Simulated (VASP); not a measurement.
AgBr, 2 atoms in the cell. It takes space group Fm-3m (No. 225, cubic). Conventional cell: a = 5.841 Å, b = 5.841 Å, c = 5.841 Å, α = 90.00°, β = 90.00°, γ = 90.00°. Ag (site symmetry m-3m) has 6 Br at 2.92 Å within 3.8 Å. Within 3.8 Å of Br (site symmetry m-3m) lie 6 Ag at 2.92 Å. 

* Program: VASP 6.6.1
* Task: single point
* Functional: RPBE
* Potentials or basis: VASP PAW PBE potentials, release 64 (Ag, Br)
* Cutoff: 500 eV
* k mesh: 10 × 10 × 10
* Occupations: gaussian, width 0.05 eV
* Spin: no spin polarisation
* Dipole correction: no
* Further INCAR settings: ALGO = Normal; EDIFF = 1e-06; NBANDS = 16

Potentials or basis: VASP PAW PBE potentials, release 64 (Ag, Br).

Run with:

```console
$ cat potpaw_PBE.64/Ag/POTCAR potpaw_PBE.64/Br/POTCAR > POTCAR
$ mpirun -np 1 vasp_std > vasp.out
```

Hardware: 1 thread of Intel(R) Xeon(R) Platinum 8259CL CPU @ 2.50GHz (Skylake/Cascade Lake) (shared host).

Problem. Estimate the wall time of this run.

Solution. Run time: 41 s on 1 thread of Intel(R) Xeon(R) Platinum 8259CL CPU @ 2.50GHz (Skylake/Cascade Lake), on a shared host, peak memory 0.18 GiB. Counts: scf iterations 12, k points 47.
